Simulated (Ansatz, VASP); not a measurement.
**Au in VASP and in Ansatz**

```
Au
1.0
     2.88053    0.00000    0.00000
    -1.44027    2.49462    0.00000
     0.00000    0.00000    4.84725
Au
2
Direct
  0.33333 0.66667 0.75000
  0.66667 0.33333 0.25000
```

Change from the starting cell: volume scaled by 0.98.

Alike in both runs: task single point; functional LDA; k mesh 14 × 14 × 8; occupations fermi-dirac, width 0.03 eV; no spin polarisation.

|  | VASP | Ansatz |
| --- | --- | --- |
| version | VASP 6.6.1 | Ansatz 0.2.0 |
| potentials or method | VASP PAW LDA potentials, release 64 (Au), cutoff 520 eV | all-electron LAPW, scalar-relativistic |

VASP gave:

| Item | Value |
| --- | --- |
| pressure (GPa) | -7.6 |
| traceless stress, the component that is largest in VASP (GPa) | -0.22 |

Problem. What did Ansatz give for the same quantities?

Solution. Pressure (GPa): -8.1; traceless stress, the component that is largest in VASP (GPa): -0.09.

LDA's correlation is that of Perdew and Zunger in VASP and of Perdew and Wang (1992) in Ansatz. Ansatz ran all-electron here, and VASP with PAW potentials.

Spin-orbit coupling is off throughout.
